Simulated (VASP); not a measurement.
Crystal: Ag.

```
CELL_PARAMETERS angstrom
2.79396 0.00000 0.00000
-1.39698 2.41964 0.00000
0.00000 0.00000 2.61060
ATOMIC_POSITIONS crystal
Ag 0.00000 0.00000 0.00000
```

| Property | Result |
| --- | --- |
| Program | VASP 6.6.1 |
| Task | relaxation of cell and atoms |
| Functional | r2SCAN |
| Potentials or basis | VASP PAW PBE potentials, release 64 (Ag) |
| Cutoff | 600 eV |
| k mesh | 9 × 9 × 6 |
| Occupations | gaussian, width 0.1 eV |
| Spin | no spin polarisation |

At the start: pressure 7.3 GPa; volume 17.65 Å³/atom.

Task: Where does the relaxation end?

Result: Over 3 steps the energy falls by 34.4 meV/atom and the volume is 18.87 Å³/atom (+6.9 %); space group P6/mmm (No. 191, to 0.05 Å).

The path:
| step | energy change (eV) | largest force (eV/Å) | pressure (GPa) | volume (Å³) |
| --- | --- | --- | --- | --- |
| 1 | 0.0000 | 0.0000 | 7.31 | 17.65 |
| 2 | -0.0211 | 0.0000 | -3.68 | 19.77 |
| 3 | -0.0344 | 0.0000 | -0.14 | 18.87 |

Final structure:
```
Ag
1.0
     2.83058    0.00000    0.00000
    -1.41529    2.45135    0.00000
     0.00000    0.00000    2.72009
Ag
1
Direct
  0.00000 0.00000 0.00000
```

Caveat: the k points lie up to 0.38 Å⁻¹ apart in the final cell; the PAW data sets were made with another functional, which shifts forces and pressure a little.
